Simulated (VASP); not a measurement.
# Al16H2C in VASP: notebook

The runs below take Al16H2C through single point, with PBE+D3(BJ).

Everything below comes from runs of VASP 6.6.1. Logs are shortened: lines on timing, memory, paths and dates and some standing lists are left out, and cuts for length are marked.

### 1 The cell of the first run

The cell holds a slab with vacuum, 19 atoms: a = 8.100 Å, b = 5.728 Å, c = 16.296 Å, α = 90.00°, β = 90.00°, γ = 90.00°.

### 2 Single point, PBE+D3(BJ)

Contents of INCAR:

```
PREC     = Accurate       # precision mode
ENCUT    = 520            # plane-wave cutoff, eV
EDIFF    = 1E-7           # SCF threshold, eV
ISMEAR   = 0              # smearing method
SIGMA    = 0.15           # smearing width, eV
LREAL    = Auto         
LASPH    = True           # aspherical terms in the spheres
NELM     = 60             # most SCF steps
ALGO     = Normal         # electronic algorithm
ISIF     = 2              # what is computed and relaxed
LWAVE    = False          # write WAVECAR
LCHARG   = True           # write CHGCAR
GGA      = PE             # functional
IVDW     = 12             # dispersion correction
LELF     = True           # ELF
LVHAR    = True         
NBANDS   = 42             # bands
```

Contents of KPOINTS:

```
regular mesh
0
Gamma
  3 4 1
```

Contents of POSCAR:

```
Al16H2C
1.0
    8.1000000000      0.0000000000      0.0000000000
    0.0000000000      5.7275650000      0.0000000000
    0.0000000000      0.0000000000     16.2956740000
Al C H
16 1 2
Direct
    0.2500000000      0.2499999564      0.0613659797
    0.7500000000      0.2499999564      0.0613659797
    0.2500000000      0.7500000436      0.0613659797
    0.7500000000      0.7500000436      0.0613659797
   -0.0002658025     -0.0000422518      0.1429756756
    0.5000646914     -0.0010362170      0.1386253186
    0.0002788889      0.5000594493      0.1429648139
    0.4999369136      0.5010591761      0.1386274050
    0.2540911111      0.2485805050      0.2294472754
    0.7459135802      0.2515016416      0.2294385614
    0.2520379012      0.7496243168      0.2350637353
    0.7479477778      0.7504415925      0.2350633671
   -0.0001465432     -0.0167177500      0.3149924943
    0.5004688889      0.0019280445      0.3112270164
    0.0001325926      0.5167157422      0.3149791779
    0.4995354321      0.4981483405      0.3112297165
   -0.0001046914      0.2500320817      0.3931032862
   -0.1113304938      0.2505172792      0.4319469081
    0.1110203704      0.2495213935      0.4320189518
```

Potentials or basis: VASP PAW PBE potentials, release 64 (Al, C, H).

On the command line:

```
cat potpaw_PBE.64/Al/POTCAR potpaw_PBE.64/C/POTCAR potpaw_PBE.64/H/POTCAR > POTCAR
mpirun -np 1 vasp_std > vasp.out
```

OUTCAR:

```text
PREC = Accurate
   ENCUT = 520
   EDIFF = 1E-7
   ISMEAR = 0
   LREAL = Auto
   LASPH = True
   NELM = 60
   ISIF = 2
   GGA = PE
   IVDW = 12
 IVDW          = 12

 ion  position               nearest neighbor table
   1  0.250  0.250  0.061-   9 2.74   8 2.78   6 2.78   7 2.81   5 2.82   3 2.86   3 2.86
   2  0.750  0.250  0.061-  10 2.74   6 2.78   8 2.78   5 2.81   7 2.82   4 2.86   4 2.86
   3  0.250  0.750  0.061-   8 2.78   6 2.78   7 2.81   5 2.82  11 2.83   1 2.86   1 2.86
   4  0.750  0.750  0.061-   6 2.78   8 2.78   5 2.81   7 2.82  12 2.83   2 2.86   2 2.86
   5  1.000  1.000  0.143-  13 2.80   4 2.81   2 2.81   3 2.82   1 2.82   7 2.86   7 2.86   9 2.87
                            10 2.88  12 2.91  11 2.91
   6  0.500  0.999  0.139-   4 2.78   3 2.78   2 2.78   1 2.78  14 2.81   8 2.85   9 2.86  10 2.87
                             8 2.88  12 2.92  11 2.92
   7  0.000  0.500  0.143-  15 2.80   3 2.81   1 2.81   4 2.82   2 2.82   5 2.86   5 2.86  10 2.87
                             9 2.88  11 2.91  12 2.91
   8  0.500  0.501  0.139-   3 2.78   4 2.78   1 2.78   2 2.78  16 2.81   6 2.85  10 2.86   9 2.87
                             6 2.88  11 2.92  12 2.92
   9  0.254  0.249  0.229-   1 2.74  14 2.78  16 2.79  11 2.86   6 2.86  11 2.87   8 2.87   5 2.87
                             7 2.88  13 2.91  15 2.92
  10  0.746  0.252  0.229-   2 2.74  16 2.78  14 2.79  12 2.86   8 2.86  12 2.87   6 2.87   7 2.87
                             5 2.88  15 2.91  13 2.92
  11  0.252  0.750  0.235-  16 2.76  15 2.76  13 2.77  14 2.77   3 2.83   9 2.86   9 2.87   7 2.91
[... 5 lines left out ...]
  14  0.500  0.002  0.311-  12 2.76  11 2.77   9 2.78  10 2.79   6 2.81  16 2.84  16 2.89
  15  0.000  0.517  0.315-  17 1.99  13 2.67  11 2.76  12 2.77   7 2.80  10 2.91   9 2.92  13 3.06

  16  0.500  0.498  0.311-  11 2.76  12 2.77  10 2.78   9 2.79   8 2.81  14 2.84  14 2.89
  17  1.000  0.250  0.393-  18 1.10  19 1.10  15 1.99  13 1.99
  18  0.889  0.251  0.432-  17 1.10
  19  0.111  0.250  0.432-  17 1.10

  LATTYP: Found a simple orthorhombic cell.
 ALAT       =     5.7275650000
 B/A-ratio  =     1.4142135445
 C/A-ratio  =     2.8451312207

  Lattice vectors:

 A1 = (   0.0000000000,  -5.7275650000,   0.0000000000)
 A2 = (   8.1000000000,   0.0000000000,   0.0000000000)
 A3 = (   0.0000000000,   0.0000000000,  16.2956740000)

Analysis of symmetry for initial positions (statically):
=====================================================================
 Subroutine PRICEL returns:
 Original cell was already a primitive cell.

 Routine SETGRP: Setting up the symmetry group for a
 simple orthorhombic supercell.

 Subroutine GETGRP returns: Found  1 space group operations
 (whereof  1 operations were pure point group operations)
 out of a pool of  8 trial point group operations.

The static configuration has the point symmetry C_1 .

Analysis of symmetry for dynamics (positions and initial velocities):
[... 138 lines left out ...]
   NELECT =      54.0000    total number of electrons
   NUPDOWN=      -1.0000    fix difference up-down
   EMIN   =  10.00;   EMAX   =-10.00  energy-range for DOS
   EFERMI =   0.00;   METHOD = LEGACY
   ISMEAR =     0;   SIGMA  =   0.15  broadening in eV -4-tet -1-fermi 0-gaus
   EFERMI_NEDOS =   21; number of points for ismear=-14 and -15
   IALGO  =     38    algorithm
   IMIX   =      4    mixing-type and parameters
     AMIX     =   0.40;   BMIX     =  1.00
     AMIX_MAG =   1.60;   BMIX_MAG =  1.00
  volume/ion in A,a.u.               =      39.79       268.52
  Fermi-wavevector in a.u.,A,eV,Ry     =   0.679251  1.283598  6.277482  0.461382
  Thomas-Fermi vector in A             =   1.757394
   LORBIT       =      0    0 simple, 1 ext, 2 COOP (PROOUT), +10 PAW based schemes
   GGA     = PE    functional components
   LHFCALC =     F    Hartree Fock is set to
   AEXX    =    0.0000 exact exchange contribution
   IVDW    =    12    specifies the selected vdW correction
   LEPSILON=     F    determine dielectric tensor
   LRPA    =     F    only Hartree local field effects (RPA)
 non-spin polarized calculation
 Gauss-broadening in eV      SIGMA  =   0.15
  energy-cutoff  :      520.00
  volume of cell :      756.01
 maximum number of plane-waves:     20387
   NGX = 31   NGY = 21   NGZ = 61

 number of electron      53.9999999 magnetization

 Free energy of the ion-electron system (eV)
  ---------------------------------------------------
  ext. energy  EPLUGINS =         0.00000000
  ---------------------------------------------------
  free energy    TOTEN  =       -71.03078943 eV

  energy without entropy =      -70.93336748  energy(sigma->0) =      -70.98207845

 E-fermi :   0.3651     XC(G=0):  -4.9471

 val. band max:        0.3473735805   @ k =   0.0000   0.2500   0.0000
 cond. band min:       0.3695585133   @ k =   0.3333   0.0000   0.0000
 fundamental gap:      0.0221849329
 Fermi energy:         0.3650679313

 k-point     1 :       0.0000    0.0000    0.0000
  band No.  band energies     occupation
      1     -11.9680      2.00000
      2      -9.9325      2.00000
      3      -7.8001      2.00000
      4      -7.7461      2.00000
      5      -7.4327      2.00000
      6      -5.7776      2.00000
[... 283 lines left out ...]
     38       3.0341      0.00000
     39       3.1263      0.00000
 [bands above 39 left out]

------------------------ aborting loop because EDIFF is reached ----------------------------------------

 Edisp (eV)   -3.50118

 E8    (eV) :    -1.6155

  FORCE on cell =-STRESS in cart. coord.  units (eV):
  Direction    XX          YY          ZZ          XY          YZ          ZX
  --------------------------------------------------------------------------------------
  -------------------------------------------------------------------------------------
  Total      -5.46495   -13.87790    -0.14925    -0.00144    -0.00191     0.00171
  in kB     -11.58161   -29.41081    -0.31630    -0.00306    -0.00405     0.00363
  external pressure =      -13.77 kB  Pullay stress =        0.00 kB

 VOLUME and BASIS-vectors are now :
 -----------------------------------------------------------------------------
  energy-cutoff  :      520.00
  volume of cell :      756.01
      direct lattice vectors                 reciprocal lattice vectors
     8.100000000  0.000000000  0.000000000     0.123456790  0.000000000  0.000000000
     0.000000000  5.727565000  0.000000000     0.000000000  0.174594265  0.000000000
     0.000000000  0.000000000 16.295674000     0.000000000  0.000000000  0.061365980

 POSITION                                       TOTAL-FORCE (eV/Angst)
 -----------------------------------------------------------------------------------
      2.02500      1.43189      1.00000        -0.008649     -0.004552     -0.098895
      6.07500      1.43189      1.00000         0.008853      0.004758     -0.099063
      2.02500      4.29567      1.00000        -0.112497      0.003822      0.101116
      6.07500      4.29567      1.00000         0.112797     -0.003420      0.101123
      8.09785      5.72732      2.32988         0.005070      0.002058      0.007562
      4.05052      5.72163      2.25899         0.002047     -0.001592      0.006858
[... 11 lines left out ...]
      7.19822      1.43485      7.03887        -0.011862     -0.003928      0.012922
      0.89927      1.42915      7.04004         0.011764      0.004340      0.012860
 -----------------------------------------------------------------------------------
    total drift:                               -0.001027     -0.000527     -0.011199

  FREE ENERGIE OF THE ION-ELECTRON SYSTEM (eV)
  ---------------------------------------------------
  free  energy   TOTEN  =       -74.5319682522 eV

  energy  without entropy=      -74.4345463064  energy(sigma->0) =      -74.48325728
```

OSZICAR:

```text
N       E                     dE             d eps       ncg     rms          rms(c)
DAV:   1     0.180670463010E+03    0.18067E+03   -0.16668E+04   588   0.923E+02
DAV:   2    -0.540125307727E+02   -0.23468E+03   -0.22417E+03   764   0.161E+02
DAV:   3    -0.766934907973E+02   -0.22681E+02   -0.22212E+02   888   0.458E+01
[... 17 lines left out ...]
DAV:  21    -0.710307884849E+02   -0.42855E-05   -0.59563E-07   710   0.246E-03    0.397E-04
DAV:  22    -0.710307890674E+02   -0.58248E-06   -0.14747E-07   582   0.123E-03    0.254E-04
DAV:  23    -0.710307892323E+02   -0.16498E-06   -0.27338E-08   454   0.525E-04    0.811E-05
DAV:  24    -0.710307893679E+02   -0.13553E-06   -0.16579E-08   428   0.354E-04    0.576E-05
DAV:  25    -0.710307894266E+02   -0.58745E-07   -0.45022E-09   460   0.227E-04
   1 F= -.74531968E+02 E0= -.74483257E+02  d E =-.974219E-01
```

stdout:

```text
POSCAR found type information on POSCAR AlC H
 POSCAR found :  3 types and      19 ions
 scaLAPACK will be used
 LDA part: xc-table for (Slater+PW92), standard interpolation
 POSCAR, INCAR and KPOINTS ok, starting setup
 FFT: planning ... GRIDC
 FFT: planning ... GRID_SOFT
 FFT: planning ... GRID
 WAVECAR not read
 entering main loop
```

Run time: 4.7 min. Hardware: 1 thread of Intel Xeon 6975P-C (Granite Rapids), shared host; peak memory 0.75 GiB.

Results:

```
Free energy                : -74.5320 eV
Largest force              : 0.152 eV/Å
Band gap on the k mesh     : zero (bands 27 and 28 overlap by 0.82 eV)
Dispersion energy per atom : -0.184 eV
```

Forces in eV/Å, atoms in the order of the input:
```
Al  -0.009 -0.005 -0.099
Al   0.009  0.005 -0.099
Al  -0.112  0.004  0.101
Al   0.113 -0.003  0.101
Al   0.005  0.002  0.008
Al   0.002 -0.002  0.007
Al  -0.006 -0.002  0.008
Al  -0.002  0.002  0.007
Al   0.003  0.019 -0.009
Al  -0.003 -0.020 -0.009
Al  -0.003 -0.002  0.000
Al   0.003  0.002 -0.001
Al  -0.001 -0.013 -0.018
Al  -0.006 -0.004 -0.002
Al   0.001  0.015 -0.018
Al   0.006  0.004 -0.002
C    0.000 -0.002  0.000
H   -0.012 -0.004  0.013
H    0.012  0.004  0.013
```

Levels at points of the mesh, in eV from the Fermi level:
| k point | band 24 | band 25 | band 26 | band 27 | band 28 | band 29 | band 30 | band 31 |
| --- | --- | --- | --- | --- | --- | --- | --- | --- |
| (0.00, 0.00, 0.00) | -1.35 | -0.83 | -0.68 | -0.63 | -0.40 | 0.12 | 0.62 | 0.82 |
| (0.00, 0.50, 0.00) | -0.89 | -0.83 | 0.05 | 0.42 | 0.44 | 0.54 | 0.99 | 1.22 |

### 3 Single point, PBE+D3(BJ)

Contents of INCAR:

```
SYSTEM = Al16H2C
  PREC = Accurate
  ENCUT = 520
  EDIFF = 1E-7
  ISMEAR = 0
  SIGMA = 0.15
  LREAL = Auto
  LASPH = .TRUE.
  NELM = 60
  ALGO = Normal
  ISIF = 2
  LWAVE = .FALSE.
  LCHARG = .FALSE.
  GGA = PE
  IVDW = 12
  NBANDS = 42
```

Contents of KPOINTS:

```
Automatic mesh
0
G
  3 4 1
  0 0 0
```

Contents of POSCAR:

```
Al16H2C
1.0
    8.1000000000      0.0000000000      0.0000000000
    0.0000000000      5.7275650000      0.0000000000
    0.0000000000      0.0000000000     16.2956740000
Al C H
16 1 2
Direct
    0.2500000000      0.2499999564      0.0613659797
    0.7500000000      0.2499999564      0.0613659797
    0.2500000000      0.7500000436      0.0613659797
    0.7500000000      0.7500000436      0.0613659797
   -0.0000087654      0.0000237448      0.1413127803
    0.5000334568      0.0000202529      0.1403743718
    0.0000074074      0.5000234829      0.1366156441
    0.4999767901      0.5000322126      0.1399377528
    0.2499490123      0.2473038717      0.2328778791
    0.7501474074      0.2474747995      0.2328743199
    0.2499125926      0.7527939011      0.2328970867
    0.7501954321      0.7526104025      0.2328923615
   -0.0002514815     -0.0001395008      0.3260756812
    0.5001117284      0.0000527275      0.3123316041
    0.0002641975      0.4997872569      0.3061381812
    0.5000013580      0.5000587510      0.3109426465
   -0.0013065432      0.4997851618      0.4219476899
   -0.1159703704      0.4994806694      0.4575548701
    0.1103762963      0.5009626255      0.4597663773
```

Potentials or basis: VASP PAW PBE potentials, release 64 (Al, C, H).

On the command line:

```
cat potpaw_PBE.64/Al/POTCAR potpaw_PBE.64/C/POTCAR potpaw_PBE.64/H/POTCAR > POTCAR
mpirun -np 1 vasp_std > vasp.out
```

It took 4.3 min on 1 thread of Intel Xeon 6975P-C (Granite Rapids), shared host; peak memory 0.76 GiB.

The run converged. Its results:

| Property | Result |
| --- | --- |
| Free energy | -72.9386 eV |
| Largest force | 0.052 eV/Å |
| Band gap on the k mesh | zero (bands 27 and 28 overlap by 0.93 eV) |
| Dispersion energy per atom | -0.183 eV |

Forces in eV/Å, atoms in the order of the input:
```
Al  -0.017 -0.007  0.001
Al   0.018 -0.006  0.001
Al  -0.017  0.007  0.002
Al   0.017  0.006  0.001
Al   0.000  0.000  0.001
Al   0.000 -0.001 -0.004
Al   0.001  0.000 -0.002
Al   0.001  0.000 -0.002
Al  -0.001  0.002  0.002
Al   0.001  0.001  0.002
Al  -0.002 -0.003  0.002
Al   0.000 -0.002  0.000
Al   0.000  0.001 -0.001
Al   0.000  0.000  0.000
Al   0.011  0.000 -0.011
Al   0.000  0.000 -0.003
C   -0.024  0.008 -0.046
H   -0.010 -0.001  0.038
H    0.022 -0.005  0.019
```

Levels at points of the mesh, in eV from the Fermi level:
```
           k point  band 24  band 25  band 26  band 27  band 28  band 29
(0.00, 0.00, 0.00)    -1.15    -0.82    -0.68    -0.59    -0.48     0.11
(0.00, 0.50, 0.00)    -0.87    -0.37    -0.20     0.45     0.53     0.73
```
